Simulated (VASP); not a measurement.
CdTe6Pd:

```
CELL_PARAMETERS angstrom
6.74618 0.00000 0.00000
-3.37309 5.84237 0.00000
-3.37309 1.94745 6.36992
ATOMIC_POSITIONS crystal
Te 0.25000 0.08300 0.75100
Te 0.91700 0.41600 0.75100
Te 0.58400 0.75000 0.75100
Te 0.75000 0.91700 0.24900
Te 0.08300 0.58400 0.24900
Te 0.41600 0.25000 0.24900
Cd 0.50000 0.50000 0.50000
Pd 0.00000 0.00000 0.00000
```

```yaml
Program: VASP 6.6.1
Task: relaxation of cell and atoms
Functional: PBE
Potentials_or_basis: VASP PAW PBE potentials, release 64 (Te, Cd, Pd)
Cutoff: 600 eV
k_mesh: 4 × 4 × 4
Occupations: fermi-dirac, width 0.0311 eV
Spin: no spin polarisation
```

At the start: pressure -0.2 GPa; volume 31.38 Å³/atom.

Question: Where does the relaxation end?

Answer: Over 23 steps the energy falls by 315.9 meV/atom and the volume is 30.06 Å³/atom (-4.2 %); space group R-3 (No. 148, to 0.1 Å) before and after.

Step by step:
| step | energy change (eV) | largest force (eV/Å) | pressure (GPa) | volume (Å³) |
| --- | --- | --- | --- | --- |
| 1 | 0.0000 | 1.4292 | -0.20 | 251.06 |
| 2 | -0.6007 | 1.0464 | -0.70 | 249.59 |
| 3 | -1.4186 | 1.0531 | 0.07 | 244.41 |
| 4 | -1.9119 | 0.5967 | -1.69 | 243.36 |
| 5 | -2.0216 | 0.4773 | -2.35 | 242.34 |
| 6 | -2.1303 | 0.4391 | 3.43 | 215.35 |
| 7 | -2.2092 | 0.5025 | 0.82 | 225.26 |
| 8 | -2.3028 | 0.3248 | 0.43 | 224.81 |
| 9 | -2.3039 | 0.3333 | 0.42 | 224.75 |
| 10 | -2.3601 | 0.2974 | -0.20 | 228.68 |
| 11 | -2.4230 | 0.3189 | -1.11 | 236.93 |
| 12 | -2.4031 | 0.1976 | -2.19 | 253.98 |
| 13 | -2.4446 | 0.3194 | -1.50 | 242.21 |
| 14 | -2.4716 | 0.2611 | -1.15 | 241.80 |
| 15 | -2.5073 | 0.0744 | -0.14 | 240.71 |
| 16 | -2.5075 | 0.0690 | -0.03 | 240.60 |
| 17 | -2.5104 | 0.0673 | -0.02 | 240.54 |
| 18 | -2.5174 | 0.0645 | 0.02 | 240.35 |
| 19 | -2.5248 | 0.0706 | 0.12 | 239.93 |
| 20 | -2.5254 | 0.0758 | 0.16 | 239.77 |
| 21 | -2.5270 | 0.0415 | -0.08 | 240.77 |
| 22 | -2.5270 | 0.0390 | -0.12 | 240.90 |
| 23 | -2.5275 | 0.0092 | 0.00 | 240.47 |

Final structure:
```
Te Cd Pd
1.0
     7.38230    0.00000    0.00000
    -3.69115    6.39326    0.00000
    -3.69115    2.13109    5.09505
Te Cd Pd
6 1 1
Direct
  0.19295 0.02228 0.73858
  0.97772 0.43208 0.73858
  0.56792 0.80705 0.73858
  0.80705 0.97772 0.26142
  0.02228 0.56792 0.26142
  0.43208 0.19295 0.26142
  0.50000 0.50000 0.50000
  0.00000 0.00000 0.00000
```
